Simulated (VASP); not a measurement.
# CdS (kscan) (F-43m) in VASP: further runs

Runs on CdS (kscan). Level: r2SCAN. Tasks: single point, relaxation of cell and atoms.

All numbers are computed with VASP 6.6.1; they aren't measurements. Logs are shortened: lines on timing, memory, paths and dates and some standing lists are left out, and cuts for length are marked.

### Step 1. The cell of the first run

The structure is cubic, space group F-43m (No. 216). The conventional cell has a = 5.886 Å, b = 5.886 Å, c = 5.886 Å, α = 90.00°, β = 90.00°, γ = 90.00°. Cd (site symmetry -43m) has 4 S at 2.55 Å within 3.4 Å. Within 3.4 Å of S (site symmetry -43m) lie 4 Cd at 2.55 Å.

### Step 2. Single point, r2SCAN

The input, POSCAR:

```
CdS
1.0
    0.0000000000      2.9429534600      2.9429534600
    2.9429534600      0.0000000000      2.9429534600
    2.9429534600      2.9429534600      0.0000000000
Cd S
1 1
Direct
    0.0000000000      0.0000000000      0.0000000000
    0.7500000000      0.7500000000      0.7500000000
```

The input, INCAR.step1:

```
SYSTEM = CdS
PREC = Accurate
ENCUT = 520
ISMEAR = 0
SIGMA = 0.1
LREAL = .False.
LASPH = .True.
NELM = 60
NBANDS = 16
GGA = PE
ALGO = Normal
EDIFF = 1E-4
LWAVE = .True.
LCHARG = .False.
```

The input, INCAR.step2:

```
SYSTEM = CdS
PREC = Accurate
ENCUT = 520
EDIFF = 1E-6
ISMEAR = 0
SIGMA = 0.1
LREAL = .False.
LASPH = .True.
NELM = 60
ALGO = Normal
ISIF = 2
LWAVE = .False.
LCHARG = .False.
METAGGA = R2SCAN
LMIXTAU = .True.
NBANDS = 16
ISTART = 1
```

The input, KPOINTS:

```
Automatic mesh
0
Gamma
  6 6 6
  0 0 0
```

Potentials or basis: VASP PAW PBE potentials, release 64 (Cd, S).

On the command line:

```
$ cat potpaw_PBE.64/Cd/POTCAR potpaw_PBE.64/S/POTCAR > POTCAR
$ cp INCAR.step1 INCAR
$ mpirun -np 1 vasp_std > vasp.out
$ cp INCAR.step2 INCAR
$ mpirun -np 1 vasp_std > vasp.out
```

OUTCAR:

```text
SYSTEM = CdS
   PREC = Accurate
   ENCUT = 520
   EDIFF = 1E-6
   ISMEAR = 0
   LREAL = .False.
   LASPH = .True.
   NELM = 60
   ISIF = 2
   METAGGA = R2SCAN
   ISTART = 1

 ion  position               nearest neighbor table
   1  0.000  0.000  0.000-   2 2.55   2 2.55   2 2.55   2 2.55
   2  0.750  0.750  0.750-   1 2.55   1 2.55   1 2.55   1 2.55

  LATTYP: Found a face centered cubic cell.
 ALAT       =     5.8859069200

  Lattice vectors:

 A1 = (   0.0000000000,   2.9429534600,   2.9429534600)
 A2 = (   2.9429534600,   0.0000000000,   2.9429534600)
 A3 = (   2.9429534600,   2.9429534600,   0.0000000000)

Analysis of symmetry for initial positions (statically):
=====================================================================
 Subroutine PRICEL returns:
 Original cell was already a primitive cell.

 Routine SETGRP: Setting up the symmetry group for a
 face centered cubic supercell.

 Subroutine GETGRP returns: Found 24 space group operations
 (whereof 24 operations were pure point group operations)
 out of a pool of 48 trial point group operations.

The static configuration has the point symmetry T_d .

Analysis of symmetry for dynamics (positions and initial velocities):
=====================================================================
 Subroutine PRICEL returns:
 Original cell was already a primitive cell.

 Routine SETGRP: Setting up the symmetry group for a
 face centered cubic supercell.

 Subroutine GETGRP returns: Found 24 space group operations
 (whereof 24 operations were pure point group operations)
 out of a pool of 48 trial point group operations.

The dynamic configuration has the point symmetry T_d .

 Subroutine INISYM returns: Found 24 space group operations
 (whereof 24 operations are pure point group operations),
 and found     1 'primitive' translations

----------------------------------------------------------------------------------------

                                     Primitive cell

  volume of cell :      50.9777

  direct lattice vectors                    reciprocal lattice vectors
     0.000000000  2.942953460  2.942953460    -0.169897352  0.169897352  0.169897352
     2.942953460  0.000000000  2.942953460     0.169897352 -0.169897352  0.169897352
     2.942953460  2.942953460  0.000000000     0.169897352  0.169897352 -0.169897352

  length of vectors
     4.161964697  4.161964697  4.161964697     0.294270846  0.294270846  0.294270846

[... 70 lines left out ...]
   NELM   =     60;   NELMIN=  2; NELMDL=  0     # of ELM steps
   EDIFF  = 0.1E-05   stopping-criterion for ELM
   LREAL  =      F    real-space projection
   EDIFFG = 0.1E-04   stopping-criterion for IOM
   NSW    =      0    number of steps for IOM
   IBRION =     -1    ionic relax: 0-MD 1-quasi-New 2-CG
   NFREE  =      0    steps in history (QN), initial steepest desc. (CG)
   ISIF   =      2    stress and relaxation
   ISYM   =      2    0-nonsym 1-usesym 2-fastsym
   POTIM  = 0.5000    time-step for ionic-motion
   TEBEG  =    0.0;   TEEND  =   0.0 temperature during run
   PSTRESS=    0.0 pullay stress
   NELECT =      18.0000    total number of electrons
   NUPDOWN=      -1.0000    fix difference up-down
   EMIN   =  10.00;   EMAX   =-10.00  energy-range for DOS
   EFERMI =   0.00;   METHOD = LEGACY
   ISMEAR =     0;   SIGMA  =   0.10  broadening in eV -4-tet -1-fermi 0-gaus
   EFERMI_NEDOS =   21; number of points for ismear=-14 and -15
   IALGO  =     38    algorithm
   IMIX   =      4    mixing-type and parameters
     AMIX     =   0.40;   BMIX     =  1.00
     AMIX_MAG =   1.60;   BMIX_MAG =  1.00
  volume/ion in A,a.u.               =      25.49       172.01
  Fermi-wavevector in a.u.,A,eV,Ry     =   1.157104  2.186609 18.216690  1.338889
  Thomas-Fermi vector in A             =   2.293718
   LORBIT       =      0    0 simple, 1 ext, 2 COOP (PROOUT), +10 PAW based schemes
   METAGGA = R2SCAN    functional components
   LHFCALC =     F    Hartree Fock is set to
   AEXX    =    0.0000 exact exchange contribution
   IVDW    =     0    specifies the selected vdW correction
   LEPSILON=     F    determine dielectric tensor
   LRPA    =     F    only Hartree local field effects (RPA)
 non-spin polarized calculation
 Gauss-broadening in eV      SIGMA  =   0.10
  energy-cutoff  :      520.00
  volume of cell :       50.98
 maximum number of plane-waves:      1384
   NGX = 15   NGY = 15   NGZ = 15

 number of electron      18.0000005 magnetization

 Free energy of the ion-electron system (eV)
  ---------------------------------------------------
  ext. energy  EPLUGINS =         0.00000000
  ---------------------------------------------------
  free energy    TOTEN  =       -29.68458887 eV

  energy without entropy =      -29.68458887  energy(sigma->0) =      -29.68458887

 E-fermi :   1.2320     XC(G=0):  -9.5997

 val. band max:        0.8222961745   @ k =   0.0000   0.0000   0.0000
 cond. band min:       2.3507669186   @ k =   0.0000   0.0000   0.0000
 fundamental gap:      1.5284707442
 Fermi energy:         1.2320211856

 k-point     1 :       0.0000    0.0000    0.0000
  band No.  band energies     occupation
      1     -11.8855      2.00000
      2      -7.0524      2.00000
      3      -7.0524      2.00000
      4      -7.0524      2.00000
      5      -6.5774      2.00000
      6      -6.5774      2.00000
[... 281 lines left out ...]
      3      -6.7840      2.00000
      4      -6.6546      2.00000
      5      -6.5370      2.00000
      6      -6.0200      2.00000
[... 8 lines left out ...]
     15      14.6254      0.00000
     16      14.6782      0.00000

------------------------ aborting loop because EDIFF is reached ----------------------------------------

  FORCE on cell =-STRESS in cart. coord.  units (eV):
  Direction    XX          YY          ZZ          XY          YZ          ZX
  --------------------------------------------------------------------------------------
  -------------------------------------------------------------------------------------
  Total        0.0196993      0.0196993      0.0196993     -0.0000000      0.0000000      0.0000000
  in kB        0.6191281      0.6191281      0.6191281     -0.0000000      0.0000000      0.0000000
  external PRESSURE =       0.6191281 kB  Pullay stress =       0.0000000 kB

 VOLUME and BASIS-vectors are now :
 -----------------------------------------------------------------------------
  energy-cutoff  :      520.00
  volume of cell :       50.98
      direct lattice vectors                 reciprocal lattice vectors
     0.000000000  2.942953460  2.942953460    -0.169897352  0.169897352  0.169897352
     2.942953460  0.000000000  2.942953460     0.169897352 -0.169897352  0.169897352
     2.942953460  2.942953460  0.000000000     0.169897352  0.169897352 -0.169897352

 POSITION                                       TOTAL-FORCE (eV/Angst)
 -----------------------------------------------------------------------------------
      0.00000      0.00000      0.00000         0.000000      0.000000      0.000000
      4.41443      4.41443      4.41443        -0.000000     -0.000000     -0.000000
 -----------------------------------------------------------------------------------
    total drift:                                0.000004      0.000004      0.000004

  FREE ENERGIE OF THE ION-ELECTRON SYSTEM (eV)
  ---------------------------------------------------
  free  energy   TOTEN  =       -29.6845888652 eV

  energy  without entropy=      -29.6845888652  energy(sigma->0) =      -29.68458887
```

It took 74 s on 1 thread of AMD EPYC 7R43 (Zen 3), shared host; peak memory 0.15 GiB.

Results:

```
Free energy            : -29.6846 eV
Pressure               : 0.1 GPa
Band gap on the k mesh : 1.53 eV, direct
```

Caveat: the PAW data sets were made with another functional, which shifts forces and pressure a little.

### Step 3. Single point, r2SCAN

This run uses another cell than the first one, of 25.40 Å³/atom, 0.996 times its volume.

The input, POSCAR:

```
CdS
1.0
    0.0000000000      2.9393400463      2.9393400463
    2.9393400463      0.0000000000      2.9393400463
    2.9393400463      2.9393400463      0.0000000000
Cd S
1 1
Direct
    0.0000000000      0.0000000000      0.0000000000
    0.7500000000      0.7500000000      0.7500000000
```

The input, INCAR.step1:

```
PREC     = Accurate       # precision mode
ENCUT    = 520            # plane-wave cutoff, eV
ISMEAR   = 0              # smearing method
SIGMA    = 0.02           # smearing width, eV
LREAL    = False          # projectors in reciprocal space
LASPH    = True           # aspherical terms in the spheres
NELM     = 80             # most SCF steps
NBANDS   = 16             # bands
GGA      = PE             # functional
ALGO     = Normal         # electronic algorithm
EDIFF    = 1E-4           # SCF threshold, eV
LWAVE    = True           # write WAVECAR
LCHARG   = False          # write CHGCAR
```

The input, INCAR.step2:

```
PREC     = Accurate       # precision mode
ENCUT    = 520            # plane-wave cutoff, eV
EDIFF    = 1E-7           # SCF threshold, eV
ISMEAR   = 0              # smearing method
SIGMA    = 0.02           # smearing width, eV
LREAL    = False          # projectors in reciprocal space
LASPH    = True           # aspherical terms in the spheres
NELM     = 80             # most SCF steps
ALGO     = Normal         # electronic algorithm
ISIF     = 2              # what is computed and relaxed
LWAVE    = False          # write WAVECAR
LCHARG   = False          # write CHGCAR
METAGGA  = R2SCAN         # meta-GGA
LMIXTAU  = True         
NBANDS   = 16             # bands
ISTART   = 1
```

The input, KPOINTS:

```
regular mesh
0
Gamma
  8 8 8
```

Potentials or basis: VASP PAW PBE potentials, release 64 (Cd, S).

On the command line:

```
$ cat potpaw_PBE.64/Cd/POTCAR potpaw_PBE.64/S/POTCAR > POTCAR
$ cp INCAR.step1 INCAR
$ mpirun -np 1 vasp_std > vasp.out
$ cp INCAR.step2 INCAR
$ mpirun -np 1 vasp_std > vasp.out
```

OUTCAR:

```text
PREC = Accurate
   ENCUT = 520
   EDIFF = 1E-7
   ISMEAR = 0
   LREAL = False
   LASPH = True
   NELM = 80
   ISIF = 2
   METAGGA = R2SCAN
   ISTART = 1

 ion  position               nearest neighbor table
   1  0.000  0.000  0.000-   2 2.55   2 2.55   2 2.55   2 2.55
   2  0.750  0.750  0.750-   1 2.55   1 2.55   1 2.55   1 2.55

  LATTYP: Found a face centered cubic cell.
 ALAT       =     5.8786800926

  Lattice vectors:

 A1 = (   0.0000000000,   2.9393400463,   2.9393400463)
[... 642 lines left out ...]
------------------------ aborting loop because EDIFF is reached ----------------------------------------

  FORCE on cell =-STRESS in cart. coord.  units (eV):
  Direction    XX          YY          ZZ          XY          YZ          ZX
  --------------------------------------------------------------------------------------
  -------------------------------------------------------------------------------------
  Total        0.0868406      0.0868406      0.0868406      0.0000000      0.0000000      0.0000000
  in kB        2.7393889      2.7393889      2.7393889      0.0000000      0.0000000      0.0000000
  external PRESSURE =       2.7393889 kB  Pullay stress =       0.0000000 kB

 VOLUME and BASIS-vectors are now :
 -----------------------------------------------------------------------------
  energy-cutoff  :      520.00
  volume of cell :       50.79
      direct lattice vectors                 reciprocal lattice vectors
     0.000000000  2.939340046  2.939340046    -0.170106212  0.170106212  0.170106212
     2.939340046  0.000000000  2.939340046     0.170106212 -0.170106212  0.170106212
     2.939340046  2.939340046  0.000000000     0.170106212  0.170106212 -0.170106212

 POSITION                                       TOTAL-FORCE (eV/Angst)
 -----------------------------------------------------------------------------------
      0.00000      0.00000      0.00000         0.000000     -0.000000     -0.000000
      4.40901      4.40901      4.40901        -0.000000      0.000000      0.000000
 -----------------------------------------------------------------------------------
    total drift:                                0.000004      0.000004      0.000004

  FREE ENERGIE OF THE ION-ELECTRON SYSTEM (eV)
  ---------------------------------------------------
  free  energy   TOTEN  =       -29.6859696521 eV

  energy  without entropy=      -29.6859696521  energy(sigma->0) =      -29.68596965
```

OSZICAR.step1:

```text
N       E                     dE             d eps       ncg     rms          rms(c)
DAV:   1     0.105869559760E+03    0.10587E+03   -0.89720E+03   968   0.102E+03
DAV:   2    -0.252887650533E+01   -0.10840E+03   -0.10285E+03  1112   0.251E+02
DAV:   3    -0.666188814620E+01   -0.41330E+01   -0.41263E+01  1224   0.507E+01
DAV:   4    -0.668695123556E+01   -0.25063E-01   -0.25062E-01  1112   0.385E+00
DAV:   5    -0.668730017319E+01   -0.34894E-03   -0.34893E-03  1200   0.432E-01    0.772E+00
DAV:   6    -0.615740566606E+01    0.52989E+00   -0.84815E-01  1384   0.114E+01    0.626E+00
DAV:   7    -0.613893200243E+01    0.18474E-01   -0.19225E-01  1160   0.299E+00    0.308E+00
DAV:   8    -0.613918980420E+01   -0.25780E-03   -0.17258E-02  1096   0.165E+00    0.291E-01
DAV:   9    -0.613912394940E+01    0.65855E-04   -0.20342E-03  1144   0.653E-01    0.589E-02
DAV:  10    -0.613925449528E+01   -0.13055E-03   -0.24569E-04  1136   0.156E-01    0.691E-02
DAV:  11    -0.613934020906E+01   -0.85714E-04   -0.13832E-04  1016   0.916E-02
   1 F= -.61393402E+01 E0= -.61393402E+01  d E =-.608560E-20
```

Run time: 2.3 min. Hardware: 1 thread of AMD EPYC 7R43 (Zen 3), shared host; peak memory 0.15 GiB.

What came out:

* Free energy: -29.6860 eV
* Pressure: 0.3 GPa
* Band gap on the k mesh: 1.54 eV, direct

Caveat: the PAW data sets were made with another functional, which shifts forces and pressure a little. r2SCAN opens gaps a little over a GGA but as a rule still falls short of measured ones.

(Continued in part 2 of 2.)
